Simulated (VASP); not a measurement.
A run of VASP 6.6.1 is set up as follows.

Contents of INCAR:

```
SYSTEM = SiC
  PREC = Accurate
  ENCUT = 520
  EDIFF = 1E-6
  ISMEAR = 0
  SIGMA = 0.05
  LREAL = .FALSE.
  LASPH = .TRUE.
  NELM = 60
  ALGO = Normal
  ISIF = 2
  LWAVE = .FALSE.
  LCHARG = .FALSE.
  GGA = PE
  NBANDS = 11
```

KPOINTS

```
regular mesh
0
G
  12 12 12
  0 0 0
```

The input POSCAR:

```
SiC
1.0
    0.0000000000      2.3066034074      2.3066034074
    2.3066034074      0.0000000000      2.3066034074
    2.2111100264      2.2111100264      0.0954933811
Si C
1 1
Direct
    0.0000000000      0.0000000000      0.0000000000
    0.7500000000      0.7500000000      0.7500000000
```

Potentials or basis: VASP PAW PBE potentials, release 64 (Si, C).

Run with:

```bash
$ cat potpaw_PBE.64/Si/POTCAR potpaw_PBE.64/C/POTCAR > POTCAR
$ mpirun -np 1 vasp_std > vasp.out
```

Question: Estimate the largest force.

Answer: 0.431 eV/Å.

Question: Estimate the pressure.

Answer: -15.2 GPa.

Question: Estimate the band gap on the k mesh.

Answer: 1.24 eV, indirect (least direct gap 4.03 eV).

Forces in eV/Å, atoms in the order of the input:
```
Si  -0.249 -0.249  0.249
C    0.249  0.249 -0.249
```

A k mesh can miss the band edges. As with any semilocal functional, this PBE gap is likely too small.
